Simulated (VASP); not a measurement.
Here is a VASP 6.6.1 calculation.

The input INCAR:

```
SYSTEM = BeCl
  PREC = Accurate
  ENCUT = 600
  EDIFF = 1E-6
  ISMEAR = 0
  SIGMA = 0.1
  LREAL = .False.
  LASPH = .True.
  NELM = 100
  ALGO = Normal
  ISIF = 3
  LWAVE = .False.
  LCHARG = .False.
  GGA = PS
  IBRION = 2
  NSW = 100
  EDIFFG = -0.005
```

The input KPOINTS:

```
regular mesh
0
Gamma
  14 14 6
  0 0 0
```

POSCAR

```
BeCl
1.0
    2.8935360616      0.0000000000      0.0000000000
    0.0000000000      2.8935360616      0.0000000000
    0.0000000000      0.0000000000      7.7255654625
Be Cl
2 2
Direct
    0.0000000000      0.5000000000      0.1290296108
    0.5000000000      0.0000000000      0.8709703892
    0.0000000000      0.5000000000      0.7106882042
    0.5000000000      0.0000000000      0.2893117958
```

Potentials or basis: VASP PAW PBE potentials, release 64 (Be, Cl).

Launch:

```console
$ cat potpaw_PBE.64/Be/POTCAR potpaw_PBE.64/Cl/POTCAR > POTCAR
$ mpirun -np 1 vasp_std > vasp.out
```

(1) Predict the band gap on the k mesh.

(2) Predict the space group after relaxing (to 0.1 Å).

(3) Estimate the relaxed volume.

(4) What does it give for the relaxed cell?

Results:

(1) zero (bands 9 and 10 overlap by 1.26 eV).

(2) P4/nmm (No. 129).

(3) 16.16 Å³/atom.

(4) a = 2.893 Å, b = 2.893 Å, c = 7.721 Å, α = 90.00°, β = 90.00°, γ = 90.00°.

Caveat: the PAW data sets were made with another functional, which shifts forces and pressure a little; this functional lacks dispersion, which binds the layers, so the pressure and a relaxed spacing across them are unreliable.
